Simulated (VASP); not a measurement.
# RbBr (Fm-3m) in VASP: notebook, part 2 of 2

VASP 6.6.1.

## Step 4: Single point, PBE-based global hybrid with 50 % exact exchange

File POSCAR:

```
RbBr
1.0
    0.0000000000      3.4608320474      3.4608320474
    3.4608320474      0.0000000000      3.4608320474
    3.4608320474      3.4608320474      0.0000000000
Rb Br
1 1
Direct
    0.0000000000      0.0000000000      0.0000000000
    0.5000000000      0.5000000000      0.5000000000
```

File INCAR.step1:

```
SYSTEM = RbBr
  PREC = Accurate
  ENCUT = 520
  EDIFF = 1E-5
  ISMEAR = 0
  SIGMA = 0.01
  LREAL = .FALSE.
  LASPH = .TRUE.
  NELM = 60
  ALGO = Normal
  ISIF = 2
  LWAVE = .TRUE.
  LCHARG = .FALSE.
  GGA = PE
  NBANDS = 15
```

File INCAR.step2:

```
SYSTEM = RbBr
  PREC = Accurate
  ENCUT = 520
  EDIFF = 1E-6
  ISMEAR = 0
  SIGMA = 0.01
  LREAL = .FALSE.
  LASPH = .TRUE.
  NELM = 60
  ALGO = Normal
  ISIF = 2
  LWAVE = .FALSE.
  LCHARG = .FALSE.
  GGA = PE
  LHFCALC = .TRUE.
  AEXX = 0.5
  PRECFOCK = Normal
  ISTART = 1
  NBANDS = 15
```

File KPOINTS:

```
regular mesh
0
G
  4 4 4
  0 0 0
```

Potentials or basis: VASP PAW PBE potentials, release 64 (Rb_sv, Br).

The run is started by

```
$ cat potpaw_PBE.64/Rb_sv/POTCAR potpaw_PBE.64/Br/POTCAR > POTCAR
$ cp INCAR.step1 INCAR
$ mpirun -np 1 vasp_std > vasp.out
$ cp INCAR.step2 INCAR
$ mpirun -np 1 vasp_std > vasp.out
```

OUTCAR:

```text
SYSTEM = RbBr
   PREC = Accurate
   ENCUT = 520
   EDIFF = 1E-6
   ISMEAR = 0
   LREAL = .FALSE.
   LASPH = .TRUE.
   NELM = 60
   ISIF = 2
   GGA = PE
   LHFCALC = .TRUE.
   AEXX = 0.5
   PRECFOCK = Normal
   ISTART = 1

 ion  position               nearest neighbor table
   1  0.000  0.000  0.000-   2 3.46   2 3.46   2 3.46   2 3.46   2 3.46   2 3.46
   2  0.500  0.500  0.500-   1 3.46   1 3.46   1 3.46   1 3.46   1 3.46   1 3.46

  LATTYP: Found a face centered cubic cell.
 ALAT       =     6.9216640948

  Lattice vectors:

 A1 = (   0.0000000000,   3.4608320474,   3.4608320474)
 A2 = (   3.4608320474,   0.0000000000,   3.4608320474)
 A3 = (   3.4608320474,   3.4608320474,   0.0000000000)

Analysis of symmetry for initial positions (statically):
=====================================================================
 Subroutine PRICEL returns:
 Original cell was already a primitive cell.

 Routine SETGRP: Setting up the symmetry group for a
 face centered cubic supercell.

 Subroutine GETGRP returns: Found 48 space group operations
 (whereof 48 operations were pure point group operations)
 out of a pool of 48 trial point group operations.

The static configuration has the point symmetry O_h .

Analysis of symmetry for dynamics (positions and initial velocities):
=====================================================================
 Subroutine PRICEL returns:
 Original cell was already a primitive cell.

 Routine SETGRP: Setting up the symmetry group for a
 face centered cubic supercell.

 Subroutine GETGRP returns: Found 48 space group operations
 (whereof 48 operations were pure point group operations)
 out of a pool of 48 trial point group operations.

The dynamic configuration has the point symmetry O_h .

 Subroutine INISYM returns: Found 48 space group operations
 (whereof 48 operations are pure point group operations),
 and found     1 'primitive' translations

----------------------------------------------------------------------------------------

[... 112 lines left out ...]
   LEPSILON=     F    determine dielectric tensor
   LRPA    =     F    only Hartree local field effects (RPA)
 non-spin polarized calculation
 Gauss-broadening in eV      SIGMA  =   0.01
  energy-cutoff  :      520.00
  volume of cell :       82.90
 maximum number of plane-waves:      2252
  NGX = 28; NGY = 28; NGZ = 28

 number of electron      15.9999997 magnetization

 Free energy of the ion-electron system (eV)
  ---------------------------------------------------
  ext. energy  EPLUGINS =         0.00000000
  ---------------------------------------------------
  free energy    TOTEN  =        -9.12154469 eV

  energy without entropy =       -9.12154469  energy(sigma->0) =       -9.12154469

 E-fermi :  -4.2713     XC(G=0):  -4.0997

 val. band max:       -4.4292858742   @ k =   0.0000   0.0000   0.0000
 cond. band min:       3.6807055178   @ k =   0.0000   0.0000   0.0000
 fundamental gap:      8.1099913920
 Fermi energy:        -4.2712887029

 k-point     1 :       0.0000    0.0000    0.0000
  band No.  band energies     occupation
      1     -32.2789      2.00000
      2     -18.6613      2.00000
      3     -14.0089      2.00000
      4     -14.0089      2.00000
      5     -14.0089      2.00000
      6      -4.4293      2.00000
      7      -4.4293      2.00000
      8      -4.4293      2.00000
      9       3.6807      0.00000
     10       6.9168      0.00000
     11       6.9168      0.00000
     12       6.9168      0.00000
     13       7.9639      0.00000
     14       7.9639      0.00000
[... 113 lines left out ...]
      2     -18.6226      2.00000
      3     -14.1368      2.00000
      4     -14.1368      2.00000
      5     -13.9822      2.00000
      6      -4.9417      2.00000
      7      -4.8159      2.00000
      8      -4.8159      2.00000
      9       6.5406      0.00000
     10       6.5406      0.00000
     11       7.9184      0.00000
     12       8.3973      0.00000
     13      10.7912      0.00000
     14      10.9892      0.00000
     15      11.0351      0.00000

------------------------ aborting loop because EDIFF is reached ----------------------------------------

  FORCE on cell =-STRESS in cart. coord.  units (eV):
  Direction    XX          YY          ZZ          XY          YZ          ZX
  --------------------------------------------------------------------------------------
  -------------------------------------------------------------------------------------
  Total       -0.0234616     -0.0234616     -0.0234616      0.0000000      0.0000000     -0.0000000
  in kB       -0.4534158     -0.4534158     -0.4534158      0.0000000      0.0000000     -0.0000000
  external PRESSURE =      -0.4534158 kB  Pullay stress =       0.0000000 kB

 VOLUME and BASIS-vectors are now :
 -----------------------------------------------------------------------------
  energy-cutoff  :      520.00
  volume of cell :       82.90
      direct lattice vectors                 reciprocal lattice vectors
     0.000000000  3.460832047  3.460832047    -0.144473928  0.144473928  0.144473928
     3.460832047  0.000000000  3.460832047     0.144473928 -0.144473928  0.144473928
     3.460832047  3.460832047  0.000000000     0.144473928  0.144473928 -0.144473928

 POSITION                                       TOTAL-FORCE (eV/Angst)
 -----------------------------------------------------------------------------------
      0.00000      0.00000      0.00000        -0.000000     -0.000000     -0.000000
      3.46083      3.46083      3.46083         0.000000      0.000000      0.000000
 -----------------------------------------------------------------------------------
    total drift:                               -0.000000     -0.000000      0.000000

  FREE ENERGIE OF THE ION-ELECTRON SYSTEM (eV)
  ---------------------------------------------------
  free  energy   TOTEN  =        -9.1215446904 eV

  energy  without entropy=       -9.1215446904  energy(sigma->0) =       -9.12154469
```

OSZICAR.step1:

```text
N       E                     dE             d eps       ncg     rms          rms(c)
DAV:   1     0.903270761612E+02    0.90327E+02   -0.64365E+03   240   0.885E+02
DAV:   2     0.447875159370E+00   -0.89879E+02   -0.82285E+02   332   0.169E+02
DAV:   3    -0.609147102067E+01   -0.65393E+01   -0.65124E+01   296   0.482E+01
DAV:   4    -0.633372951738E+01   -0.24226E+00   -0.24222E+00   387   0.821E+00
DAV:   5    -0.633528410297E+01   -0.15546E-02   -0.15546E-02   296   0.737E-01    0.277E+00
DAV:   6    -0.611358507713E+01    0.22170E+00   -0.27353E-01   317   0.236E+00    0.182E+00
DAV:   7    -0.609617041395E+01    0.17415E-01   -0.12750E-01   317   0.171E+00    0.937E-01
DAV:   8    -0.610825691613E+01   -0.12087E-01   -0.14172E-02   262   0.696E-01    0.113E-01
DAV:   9    -0.610863159339E+01   -0.37468E-03   -0.65916E-04   331   0.130E-01    0.715E-02
DAV:  10    -0.610908198032E+01   -0.45039E-03   -0.62331E-04   254   0.133E-01    0.311E-02
DAV:  11    -0.610908025575E+01    0.17246E-05   -0.38323E-05   303   0.302E-02
   1 F= -.61090803E+01 E0= -.61090803E+01  d E =-.238201E-45
```

It took 8.7 min on 1 thread of AMD EPYC 7R43 (Zen 3), shared host; peak memory 0.18 GiB.

What came out:

* Free energy: -9.1215 eV
* Pressure: 0.0 GPa
* Band gap on the k mesh: 8.11 eV

Levels at points of the mesh, in eV from the valence-band top:
```
           k point  band 4  band 5  band 6  band 7  band 8  band 9  band 10  band 11  band 12  band 13
(0.00, 0.00, 0.00)   -9.58   -9.58    0.00    0.00    0.00    8.11    11.35    11.35    11.35    12.39
(0.50, 0.00, 0.00)   -9.58   -9.52   -1.03   -0.36   -0.36   10.53    11.66    13.81    13.81    14.18
(0.50, 0.50, 0.00)   -9.65   -9.65   -0.54   -0.18   -0.18    9.45    11.14    13.01    13.59    13.81
```

Caveat: the PAW data sets were made with another functional, which shifts forces and pressure a little.

## Step 5: Single point, PBE-based screened hybrid with 75 % exact exchange

POSCAR is that of step 4.

File INCAR.step1:

```
SYSTEM = RbBr
PREC = Accurate
ENCUT = 520
EDIFF = 1E-5
ISMEAR = 0
SIGMA = 0.01
LREAL = .FALSE.
LASPH = .TRUE.
NELM = 80
ALGO = Normal
ISIF = 2
LWAVE = .TRUE.
LCHARG = .FALSE.
NBANDS = 15
GGA = PE
```

File INCAR.step2:

```
SYSTEM = RbBr
PREC = Accurate
ENCUT = 520
EDIFF = 1E-7
ISMEAR = 0
SIGMA = 0.01
LREAL = .FALSE.
LASPH = .TRUE.
NELM = 80
ALGO = Normal
ISIF = 2
LWAVE = .FALSE.
LCHARG = .FALSE.
GGA = PE
LHFCALC = .TRUE.
AEXX = 0.75
HFSCREEN = 0.5
PRECFOCK = Normal
NBANDS = 15
ISTART = 1
```

File KPOINTS:

```
Automatic mesh
0
G
  4 4 4
  0 0 0
```

Potentials or basis: VASP PAW PBE potentials, release 64 (Rb_sv, Br).

The run is started by

```
$ cat potpaw_PBE.64/Rb_sv/POTCAR potpaw_PBE.64/Br/POTCAR > POTCAR
$ cp INCAR.step1 INCAR
$ mpirun -np 1 vasp_std > vasp.out
$ cp INCAR.step2 INCAR
$ mpirun -np 1 vasp_std > vasp.out
```

OUTCAR:

```text
SYSTEM = RbBr
   PREC = Accurate
   ENCUT = 520
   EDIFF = 1E-7
   ISMEAR = 0
   LREAL = .FALSE.
   LASPH = .TRUE.
   NELM = 80
   ISIF = 2
   GGA = PE
   LHFCALC = .TRUE.
   AEXX = 0.75
   HFSCREEN = 0.5
   PRECFOCK = Normal
   ISTART = 1

 ion  position               nearest neighbor table
   1  0.000  0.000  0.000-   2 3.46   2 3.46   2 3.46   2 3.46   2 3.46   2 3.46
   2  0.500  0.500  0.500-   1 3.46   1 3.46   1 3.46   1 3.46   1 3.46   1 3.46

  LATTYP: Found a face centered cubic cell.
 ALAT       =     6.9216640948

  Lattice vectors:

 A1 = (   0.0000000000,   3.4608320474,   3.4608320474)
 A2 = (   3.4608320474,   0.0000000000,   3.4608320474)
 A3 = (   3.4608320474,   3.4608320474,   0.0000000000)

Analysis of symmetry for initial positions (statically):
=====================================================================
 Subroutine PRICEL returns:
 Original cell was already a primitive cell.

 Routine SETGRP: Setting up the symmetry group for a
 face centered cubic supercell.

 Subroutine GETGRP returns: Found 48 space group operations
 (whereof 48 operations were pure point group operations)
 out of a pool of 48 trial point group operations.
[... 167 lines left out ...]
      5     -13.0995      2.00000
      6      -3.3729      2.00000
      7      -3.3729      2.00000
      8      -3.3729      2.00000
      9       2.7059      0.00000
     10       5.7627      0.00000
     11       5.7627      0.00000
     12       5.7627      0.00000
     13       6.7994      0.00000
     14       6.7994      0.00000
[... 113 lines left out ...]
      2     -17.9199      2.00000
      3     -13.2085      2.00000
      4     -13.2085      2.00000
      5     -13.0762      2.00000
      6      -3.8323      2.00000
      7      -3.7046      2.00000
      8      -3.7046      2.00000
      9       5.4563      0.00000
     10       5.4563      0.00000
     11       6.7848      0.00000
     12       7.2516      0.00000
     13       9.6144      0.00000
     14       9.7768      0.00000
     15       9.8357      0.00000

------------------------ aborting loop because EDIFF is reached ----------------------------------------

  FORCE on cell =-STRESS in cart. coord.  units (eV):
  Direction    XX          YY          ZZ          XY          YZ          ZX
  --------------------------------------------------------------------------------------
  -------------------------------------------------------------------------------------
  Total       -0.0515845     -0.0515845     -0.0515845      0.0000000      0.0000000      0.0000000
  in kB       -0.9969155     -0.9969155     -0.9969155      0.0000000      0.0000000      0.0000000
  external PRESSURE =      -0.9969155 kB  Pullay stress =       0.0000000 kB

 VOLUME and BASIS-vectors are now :
 -----------------------------------------------------------------------------
  energy-cutoff  :      520.00
  volume of cell :       82.90
      direct lattice vectors                 reciprocal lattice vectors
     0.000000000  3.460832047  3.460832047    -0.144473928  0.144473928  0.144473928
     3.460832047  0.000000000  3.460832047     0.144473928 -0.144473928  0.144473928
     3.460832047  3.460832047  0.000000000     0.144473928  0.144473928 -0.144473928

 POSITION                                       TOTAL-FORCE (eV/Angst)
 -----------------------------------------------------------------------------------
      0.00000      0.00000      0.00000        -0.000000      0.000000     -0.000000
      3.46083      3.46083      3.46083         0.000000     -0.000000      0.000000
 -----------------------------------------------------------------------------------
    total drift:                               -0.000000     -0.000000     -0.000000

  FREE ENERGIE OF THE ION-ELECTRON SYSTEM (eV)
  ---------------------------------------------------
  free  energy   TOTEN  =        -7.7976992514 eV

  energy  without entropy=       -7.7976992514  energy(sigma->0) =       -7.79769925
```

OSZICAR.step1:

```text
N       E                     dE             d eps       ncg     rms          rms(c)
DAV:   1     0.903270761612E+02    0.90327E+02   -0.64365E+03   240   0.885E+02
DAV:   2     0.447875159370E+00   -0.89879E+02   -0.82285E+02   332   0.169E+02
DAV:   3    -0.609147102067E+01   -0.65393E+01   -0.65124E+01   296   0.482E+01
DAV:   4    -0.633372951738E+01   -0.24226E+00   -0.24222E+00   387   0.821E+00
DAV:   5    -0.633528410297E+01   -0.15546E-02   -0.15546E-02   296   0.737E-01    0.277E+00
DAV:   6    -0.611358507713E+01    0.22170E+00   -0.27353E-01   317   0.236E+00    0.182E+00
DAV:   7    -0.609617041395E+01    0.17415E-01   -0.12750E-01   317   0.171E+00    0.937E-01
DAV:   8    -0.610825691613E+01   -0.12087E-01   -0.14172E-02   262   0.696E-01    0.113E-01
DAV:   9    -0.610863159339E+01   -0.37468E-03   -0.65916E-04   331   0.130E-01    0.715E-02
DAV:  10    -0.610908198032E+01   -0.45039E-03   -0.62331E-04   254   0.133E-01    0.311E-02
DAV:  11    -0.610908025575E+01    0.17246E-05   -0.38323E-05   303   0.302E-02
   1 F= -.61090803E+01 E0= -.61090803E+01  d E =-.238201E-45
```

Run time: 10 min. Hardware: 1 thread of AMD EPYC 7R43 (Zen 3), shared host; peak memory 0.28 GiB.

Results:

| Quantity | Value |
| --- | --- |
| Free energy | -7.7977 eV |
| Pressure | -0.1 GPa |
| Band gap on the k mesh | 6.08 eV |

Levels at points of the mesh, in eV from the valence-band top:
| k point | band 5 | band 6 | band 7 | band 8 | band 9 | band 10 | band 11 | band 12 |
| --- | --- | --- | --- | --- | --- | --- | --- | --- |
| (0.00, 0.00, 0.00) | -9.73 | 0.00 | 0.00 | 0.00 | 6.08 | 9.14 | 9.14 | 9.14 |
| (0.50, 0.00, 0.00) | -9.67 | -0.91 | -0.33 | -0.33 | 8.46 | 9.48 | 11.55 | 11.55 |
| (0.50, 0.50, 0.00) | -9.79 | -0.46 | -0.16 | -0.16 | 7.34 | 8.98 | 10.89 | 11.34 |

Caveat: the PAW data sets were made with another functional, which shifts forces and pressure a little.

## Step 6: Summary

| level | share of exact exchange | screening parameter | gap on the mesh (eV) | pressure (GPa) |
| --- | --- | --- | --- | --- |
| HSE06 | 0.25 | 0.2079 1/Å | 5.44 | 0.3 |
| PBE-based screened hybrid with 30 % exact exchange | 0.3 | 0.2078 1/Å | 5.68 | 0.3 |
| PBE-based global hybrid with 50 % exact exchange | 0.5 | - | 8.11 | 0.0 |
| PBE-based screened hybrid with 75 % exact exchange | 0.75 | 0.5 1/Å | 6.08 | -0.1 |

Alike in all rows: task single point; potentials or basis VASP PAW PBE potentials, release 64 (Rb_sv, Br); no spin polarisation; cell as given; k mesh 4 × 4 × 4; cutoff (eV) 520; smearing gaussian 0.01 eV.

On the cell as given the gap runs from 5.44 eV (HSE06) to 8.11 eV (PBE-based global hybrid with 50 % exact exchange). The pressure there spans -0.1 GPa (PBE-based screened hybrid with 75 % exact exchange) to 0.3 GPa (HSE06); a positive pressure means that this level wants a larger cell, a negative one a smaller.

Caveats: the PAW data sets were made with another functional, which shifts forces and pressure a little.

Total energies depend on the potentials used, so only differences within one code and one set of settings carry meaning.
